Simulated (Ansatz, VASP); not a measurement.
Two plane-wave programs on Hg

The input POSCAR:

```
Hg
1.0
    1.8778599936      1.0841829728      2.1547276236
   -1.8778599936      1.0841829728      2.1547276236
    0.0000000000     -2.1683659456      2.1547276235
Hg
1
Direct
    0.0000000000      0.0000000000      0.0000000000
```

INCAR.step1

```
  PREC = Accurate
  ENCUT = 520
  ISMEAR = -1
  SIGMA = 0.1
  LREAL = F
  LASPH = T
  NELM = 60
  NBANDS = 12
  GGA = PE
  ALGO = Normal
  EDIFF = 1E-4
  LWAVE = T
  LCHARG = F
```

The input INCAR.step2:

```
  PREC = Accurate
  ENCUT = 520
  EDIFF = 1E-6
  ISMEAR = -1
  SIGMA = 0.1
  LREAL = F
  LASPH = T
  NELM = 60
  ALGO = Normal
  ISIF = 2
  LWAVE = F
  LCHARG = T
  METAGGA = R2SCAN
  LMIXTAU = T
  LELF = T
  LVHAR = T
  NBANDS = 12
  ISTART = 1
```

The input KPOINTS:

```
Automatic mesh
0
Gamma
  11 11 11
```

Input for Ansatz:

```yaml
crystal:
  lattice:
    - [1.8778599936, 1.0841829728, 2.1547276236]
    - [-1.8778599936, 1.0841829728, 2.1547276236]
    - [0.0, -2.1683659456, 2.1547276235]
  atoms:
    - { symbol: Hg, position: [0.0, 0.0, 0.0] }
hamiltonian:
  xc: r2scan
  pseudopotentials:
    kind: paw
    azcp:
      Hg: "pseudopotentials/Hg.paw.azcp"
basis:
  ecutwfc: 500
  fft_grid_basis: typed
kpoints:
  mp_grid: { grid: [11, 11, 11], shift: [0, 0, 0] }
magnetization:
  spin_polarized: false
scf:
  occupations: { method: fermi_dirac, width: 0.1 }
  lower_state_search: "off"
output:
  stress: true
  write_density: true
  write_potential: true
  elf: true
  volumetric_format: npy
```

Alike in both runs: task single point; functional r2SCAN; k mesh 11 × 11 × 11; occupations fermi-dirac, width 0.1 eV; no spin polarisation.

|  | VASP | Ansatz |
| --- | --- | --- |
| version | VASP 6.6.1 | Ansatz 0.2.0 |
| potentials or method | VASP PAW PBE potentials, release 64 (Hg), cutoff 520 eV | plane waves (500 eV) with PAW, scalar-relativistic |
| valence electrons in the cell | 12 | 20 |

|  | VASP | Ansatz | Ansatz less VASP |
| --- | --- | --- | --- |
| pressure (GPa) | 0.4 | 0.0 | -0.36 |
| traceless stress, the component that is largest in VASP (GPa) | 0.11 | -0.03 | -0.136 |

VASP's potentials were made for PBE, not for r2SCAN. VASP's potentials hold 12 valence electrons a cell and Ansatz's 20, so a difference there can come from the potentials and not from the codes.

Neither program's run includes spin-orbit coupling.
